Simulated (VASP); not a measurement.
## Ba4Er: single point with PBE

The system is Ba4Er.

```
Ba Er
1.0
     4.05987    2.34397    4.98251
    -4.05987    2.34397    4.98251
     0.00000   -4.68794    4.98251
Ba Er
4 1
Direct
  0.52293 0.01577 0.52293
  0.52293 0.52293 0.01577
  0.01577 0.52293 0.52293
  0.13689 0.13689 0.13689
  0.89680 0.89680 0.89680
```

```yaml
Program: VASP 6.6.1
Task: single point
Functional: PBE
Potentials_or_basis: VASP PAW PBE potentials, release 64 (Ba_sv, Er_3), 4f in core
Cutoff: 500 eV
k_mesh: 6 × 6 × 6
Occupations: gaussian, width 0.1 eV
Spin: no spin polarisation
Dipole_correction: no
Further_INCAR_settings: ALGO = Normal; EDIFF = 1e-06; NBANDS = 32
```

- Pressure: 0.1 GPa
- Largest force: 0.009 eV/Å
- Band gap on the k mesh: zero (an odd number of electrons rules out a gap without spin polarisation)

Forces in eV/Å, atoms in the order of the input:
```
Ba  -0.001  0.000 -0.005
Ba   0.000 -0.001 -0.005
Ba   0.001  0.000 -0.005
Ba   0.000  0.000  0.009
Er   0.000  0.000  0.006
```

Levels at points of the mesh, in eV from the Fermi level:
| k point | band 22 | band 23 | band 24 | band 25 | band 26 | band 27 |
| --- | --- | --- | --- | --- | --- | --- |
| (0.00, 0.00, 0.00) | -0.70 | -0.70 | -0.67 | 0.28 | 0.28 | 0.46 |
| (0.50, 0.00, 0.00) | -0.58 | -0.32 | -0.12 | -0.03 | 0.02 | 0.33 |
| (0.50, 0.50, 0.00) | -0.63 | -0.47 | -0.26 | 0.00 | 0.20 | 0.34 |
| (0.50, 0.50, 0.50) | -0.77 | -0.64 | -0.64 | 0.46 | 0.46 | 0.50 |

Run time: 4.2 min on 1 thread of Intel(R) Xeon(R) 6975P-C (Granite Rapids) (shared host), peak memory 0.49 GiB.

Caveat: spin-orbit coupling is left out, which moves the levels of the heavy elements; the 4f electrons are frozen in the core, so they carry no moment and show no levels. Spin polarisation is off, so any magnetic state and its effect on volume and gap are missing.
